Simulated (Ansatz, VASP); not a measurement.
## One calculation of MgO, two programs

Contents of POSCAR:

```
MgO
1.0
    2.6035865643     -0.0197625634     -0.0197625634
   -0.0197625634      2.6035865643     -0.0197625634
   -0.0197625634     -0.0197625634      2.6035865643
Mg O
1 1
Direct
    0.0000000000      0.0000000000      0.0000000000
    0.5000000000      0.5000000000      0.5000000000
```

The input INCAR.step1:

```
  PREC = Accurate
  ENCUT = 750
  ISMEAR = 0
  SIGMA = 0.01
  LREAL = False
  LASPH = True
  NELM = 120
  NBANDS = 15
  GGA = PE
  ALGO = Normal
  EDIFF = 1E-5
  LWAVE = True
  LCHARG = False
  GGA_COMPAT = False
```

The input INCAR.step2:

```
  PREC = Accurate
  ENCUT = 750
  EDIFF = 1E-6
  ISMEAR = 0
  SIGMA = 0.01
  LREAL = False
  LASPH = True
  NELM = 120
  ALGO = Normal
  ISIF = 2
  LWAVE = False
  LCHARG = False
  METAGGA = R2SCAN
  LMIXTAU = True
  NBANDS = 15
  ISTART = 1
  GGA_COMPAT = False
```

KPOINTS

```
regular mesh
0
Gamma
  10 10 10
```

Input for Ansatz:

```yaml
crystal:
  lattice:
    - [2.6035865643, -0.0197625634, -0.0197625634]
    - [-0.0197625634, 2.6035865643, -0.0197625634]
    - [-0.0197625634, -0.0197625634, 2.6035865643]
  atoms:
    - { symbol: Mg, position: [0.0, 0.0, 0.0] }
    - { symbol: O, position: [0.5, 0.5, 0.5] }
kpoints:
  mp_grid: { grid: [10, 10, 10] }
  band_path:
    path:
      - [0.0, 0.0, 0.0]
      - [0.0, 0.5, 0.0]
      - [0.5, 0.5, 0.0]
      - [0.5, 0.5, 0.5]
      - [0.0, 0.5, 0.5]
    npoints: 1
hamiltonian:
  xc: r2scan
scf:
  occupations: { method: fixed }
  n_extra_bands: 4
output:
  forces: true
  stress: true
  eigenvalues: true
```

Change from the starting cell: shear_111 strain -2.3%.

Alike in both runs: task single point; functional r2SCAN; k mesh 10 × 10 × 10; no spin polarisation.

|  | VASP | Ansatz |
| --- | --- | --- |
| version | VASP 6.6.1 | Ansatz 0.2.0 |
| potentials or method | VASP PAW PBE potentials, release 64 (Mg_sv, O) | plane waves, PAW |
| plane-wave cutoff (eV) | 750 | 500 |
| occupations | gaussian, width 0.01 eV | fixed |
| valence electrons in the cell | 16 | 16 |

|  | VASP | Ansatz | Ansatz less VASP |
| --- | --- | --- | --- |
| gap on the k mesh at the Fermi level (eV) | 3.75 | 3.72 | -0.031 |
| pressure (GPa) | 3.9 | 3.9 | 0.00 |
| traceless stress, the component that is largest in VASP (GPa) | -0.90 | -0.82 | +0.075 |

VASP's potentials were made for PBE, not for r2SCAN.
